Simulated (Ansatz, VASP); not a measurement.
## One calculation of CaO, two programs

```
Ca O
1.0
     0.00000    2.44900    2.44900
     2.44900    0.00000    2.44900
     2.44900    2.44900    0.00000
Ca O
1 1
Direct
  0.00000 0.00000 0.00000
  0.50000 0.50000 0.50000
```

Alike in both runs: task single point; functional LDA; k mesh 6 × 6 × 6; occupations gaussian, width 0.1 eV; no spin polarisation.

|  | VASP | Ansatz |
| --- | --- | --- |
| version | VASP 6.6.1 | Ansatz 0.2.0 |
| potentials or method | VASP PAW LDA potentials, release 64 (Ca_sv, O), cutoff 600 eV | scalar-relativistic, plane waves, PAW |
| valence electrons in the cell | 16 | 16 |

```csv
,VASP,Ansatz,Ansatz less VASP
gap on the k mesh at the Fermi level (eV),3.48,3.50,+0.022
least direct gap on the mesh (eV),3.87,3.89,+0.024
pressure (GPa),-11.3,-11.8,-0.50
```

LDA's correlation is that of Perdew and Zunger in VASP and of Perdew and Wang (1992) in Ansatz.
